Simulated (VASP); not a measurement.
A run of VASP 6.6.1:

The input INCAR:

```
PREC = Accurate
ENCUT = 500
EDIFF = 1E-6
ISMEAR = 0
SIGMA = 0.01
LREAL = F
LASPH = T
NELM = 120
ALGO = Normal
ISIF = 2
LWAVE = F
LCHARG = F
GGA = PE
NBANDS = 46
GGA_COMPAT = F
```

The input KPOINTS:

```
Automatic mesh
0
Gamma
  6 6 6
```

File POSCAR:

```
ZnGeP2
1.0
   -2.6939156665      2.6939156665      5.3104800256
    2.6939156665     -2.6939156665      5.3104800256
    2.6939156665      2.6939156665     -5.3104800256
Zn Ge P
2 2 4
Direct
    0.0000000000      0.0000000000      0.0000000000
    0.7500000000      0.2500000000      0.5000000000
    0.5000000000      0.5000000000      0.0000000000
    0.2500000000      0.7500000000      0.5000000000
    0.3750000000      0.3783565532      0.5033565532
    0.6216434468      0.1250000000      0.9966434468
    0.8750000000      0.8716434468      0.4966434468
    0.1283565532      0.6250000000      0.0033565532
```

Potentials or basis: VASP PAW PBE potentials, release 64 (Zn, Ge_d, P).

The run is started by

```bash
$ cat potpaw_PBE.64/Zn/POTCAR potpaw_PBE.64/Ge_d/POTCAR potpaw_PBE.64/P/POTCAR > POTCAR
$ mpirun -np 1 vasp_std > vasp.out
```

Hardware: 1 thread of Intel(R) Xeon(R) 6975P-C (Granite Rapids) (shared host).

Q: Estimate the wall time of this run.

A: Wall time 120 s on 1 thread of Intel(R) Xeon(R) 6975P-C (Granite Rapids), on a shared host, peak memory 0.42 GiB. Counts: scf iterations 15, k points 30.
